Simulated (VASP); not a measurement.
Write the native input for VASP 6.6.1 that does the following.

```
Task                   : relaxation of cell and atoms
Functional             : PBE
Potentials or basis    : VASP PAW PBE potentials, release 64 (Al, Ru_pv, C, N)
Cutoff                 : 600 eV
k mesh                 : 6 × 6 × 6
Occupations            : gaussian, width 0.1 eV
Spin                   : collinear spin, ferromagnetic start
Starting moments       : [0.0, 0.0, 1.0, 0.0, 0.0, 0.0] μB
Dipole correction      : no
Further INCAR settings : ALGO = Normal; EDIFF = 1e-06; IBRION = 2; EDIFFG = -0.04; NSW = 90; ISIF = 3
```

The structure of Al2RuCN2 lies in POSCAR:

```
Al2RuCN2
1.0
   -1.8785563900      1.8785563900      4.8815265000
    1.8785563900     -1.8785563900      4.8815265000
    1.8785563900      1.8785563900     -4.8815265000
Al Ru C N
2 1 1 2
Direct
    0.7500000000      0.2500000000      0.5000000000
    0.2500000000      0.7500000000      0.5000000000
    0.5000000000      0.5000000000      0.0000000000
    0.0000000000      0.0000000000      0.0000000000
    0.3481279900      0.3481279900      0.0000000000
    0.6518720100      0.6518720100      0.0000000000
```

The cell was generated, and may not be a known phase.

One way to write it, as run:

INCAR

```
PREC     = Accurate       # precision mode
ENCUT    = 600            # plane-wave cutoff, eV
EDIFF    = 1E-6           # SCF threshold, eV
ISMEAR   = 0              # smearing method
SIGMA    = 0.1            # smearing width, eV
LREAL    = False          # projectors in reciprocal space
LASPH    = True           # aspherical terms in the spheres
NELM     = 150            # most SCF steps
ALGO     = Normal         # electronic algorithm
ISIF     = 3              # what is computed and relaxed
LWAVE    = False          # write WAVECAR
LCHARG   = False          # write CHGCAR
ISPIN    = 2              # spin polarisation
MAGMOM   = 0 0 1 0 0 0    # initial moments
LORBIT   = 11             # projections on sites
LMAXMIX  = 4              # l up to which the mixer works
GGA      = PE             # functional
IBRION   = 2              # ionic algorithm
NSW      = 90             # ionic steps
EDIFFG   = -0.04          # ionic threshold
```

KPOINTS

```
regular mesh
0
Gamma
  6 6 6
```

Potentials or basis: VASP PAW PBE potentials, release 64 (Al, Ru_pv, C, N).

Run with:

```sh
$ cat potpaw_PBE.64/Al/POTCAR potpaw_PBE.64/Ru_pv/POTCAR potpaw_PBE.64/C/POTCAR potpaw_PBE.64/N/POTCAR > POTCAR
$ mpirun -np 1 vasp_std > vasp.out
```

It gave:

```json
{
  "Relaxed volume": "11.23 Å³/atom",
  "Relaxed cell": "a = 6.045 Å, b = 6.045 Å, c = 6.045 Å, α = 146.40°, β = 146.40°, γ = 48.25°",
  "Space group after relaxing (to 0.1 Å)": "I4/mmm (No. 139)",
  "Energy gained by relaxing": "2178.1 meV/atom",
  "Ionic steps": "19",
  "Pressure after relaxing": "0.5 GPa",
  "Largest force after relaxing": "0.030 eV/Å",
  "Band gap on the k mesh": "zero (filled and empty bands overlap)",
  "Net moment": "0.00 μB per cell",
  "Valence electrons inside the program's atomic spheres": "Al 0.84; Ru 12.30; C 2.08; N 3.92"
}
```

Wall time 29 min on 1 thread of Intel(R) Xeon(R) 6975P-C (Granite Rapids), with other jobs on the host, peak memory 0.51 GiB.
